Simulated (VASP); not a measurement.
Wanted: the native input for a VASP 6.6.1 run.

```yaml
Task: single point
Functional: PBE
Potentials_or_basis: VASP PAW PBE potentials, release 64 (Si, S)
Cutoff: 520 eV
k_mesh: 10 × 8 × 8
Occupations: gaussian, width 0.1 eV
Spin: no spin polarisation
Dipole_correction: no
Further_INCAR_settings: ALGO = Normal; EDIFF = 1e-06; NBANDS = 20
```

The structure of Si3S2 lies in POSCAR:

```
Si3S2
1.0
    3.9485965856     -0.0035387543     -0.0055239213
    1.4994915512      4.9646170501     -0.0031255234
    1.3981475714      0.9352359001      4.8960304828
Si S
3 2
Direct
    0.0000000000      0.0000000000      0.0000000000
    0.5041085223      0.7575506173      0.2401028860
    0.4958914777      0.2424493827      0.7598971140
    0.4328501846      0.7011466074      0.6996356281
    0.5671498154      0.2988533926      0.3003643719
```

The input as run:

INCAR

```
  PREC = Accurate
  ENCUT = 520
  EDIFF = 1E-6
  ISMEAR = 0
  SIGMA = 0.1
  LREAL = False
  LASPH = True
  NELM = 60
  ALGO = Normal
  ISIF = 2
  LWAVE = False
  LCHARG = True
  GGA = PE
  LELF = True
  LVHAR = True
  NBANDS = 20
```

KPOINTS

```
Automatic mesh
0
Gamma
  10 8 8
```

Potentials or basis: VASP PAW PBE potentials, release 64 (Si, S).

Command:

```sh
$ cat potpaw_PBE.64/Si/POTCAR potpaw_PBE.64/S/POTCAR > POTCAR
$ mpirun -np 1 vasp_std > vasp.out
```

It gave:

```json
{
 "Pressure": "-0.1 GPa",
 "Largest force": "0.035 eV/Å",
 "Band gap on the k mesh": "zero (bands 12 and 13 overlap by 0.69 eV)"
}
```

Run time: 5.6 min on 1 thread of AMD EPYC 7R13 Processor (Zen 3), on a shared host, peak memory 0.54 GiB.
